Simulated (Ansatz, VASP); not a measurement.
# TiB2: VASP beside Ansatz

File INCAR:

```
SYSTEM = TiB2
  PREC = Accurate
  ENCUT = 520
  EDIFF = 1E-6
  ISMEAR = -1
  SIGMA = 0.08
  LREAL = .FALSE.
  LASPH = .TRUE.
  NELM = 60
  ALGO = Normal
  ISIF = 2
  LWAVE = .FALSE.
  LCHARG = .FALSE.
  GGA = PE
  NBANDS = 16
```

File KPOINTS:

```
Automatic mesh
0
G
  15 15 13
  0 0 0
```

The input POSCAR:

```
TiB2
1.0
    3.0492597015      0.0000000000      0.0000000000
   -1.5246298507      2.6407363642      0.0000000000
    0.0000000000      0.0000000000      3.2497807555
Ti B
1 2
Direct
    0.0000000000      0.0000000000      0.0000000000
    0.3333333333      0.6666666667      0.5000000000
    0.6666666667      0.3333333333      0.5000000000
```

Input for Ansatz:

```yaml
crystal:
  lattice:
    - [3.0492597015, 0.0, 0.0]
    - [-1.5246298507, 2.6407363642, 0.0]
    - [0.0, 0.0, 3.2497807555]
  atoms:
    - { symbol: Ti, position: [0.0, 0.0, 0.0] }
    - { symbol: B, position: [0.3333333333, 0.6666666667, 0.5] }
    - { symbol: B, position: [0.6666666667, 0.3333333333, 0.5] }
kpoints:
  mp_grid: { grid: [15, 15, 13] }
  band_path:
    path:
      - [0.0, 0.0, 0.0]
      - [0.5, 0.0, 0.0]
      - [0.3333333333, 0.3333333333, 0.0]
      - [0.0, 0.0, 0.0]
      - [0.0, 0.0, 0.5]
      - [0.5, 0.0, 0.5]
      - [0.3333333333, 0.3333333333, 0.5]
      - [0.0, 0.0, 0.5]
      - [0.5, 0.0, 0.5]
    npoints: 5
scf:
  occupations: { method: fermi_dirac, width: 0.08 }
hamiltonian:
  xc: pbe
  pseudopotentials: { kind: all_electron, lapw: { basis_error: 0.001 } }
output:
  forces: true
  stress: true
  eigenvalues: true
```

Change from the starting cell: volume scaled by 1.02.

Alike in both runs: task single point; functional PBE; k mesh 15 × 15 × 13; occupations fermi-dirac, width 0.08 eV; no spin polarisation.

|  | VASP | Ansatz |
| --- | --- | --- |
| version | VASP 6.6.1 | Ansatz 0.2.0 |
| potentials or method | VASP PAW PBE potentials, release 64 (Ti_sv, B), cutoff 520 eV | all-electron LAPW, scalar-relativistic |

Ansatz gave:

| Quantity | Value |
| --- | --- |
| pressure (GPa) | -4.6 |
| traceless stress, the component that is largest in VASP (GPa) | 0.07 |

Task: Which values does VASP return?

Result: Pressure (GPa): -4.4; traceless stress, the component that is largest in VASP (GPa): 0.06.

Ansatz ran all-electron here, and VASP with PAW potentials.
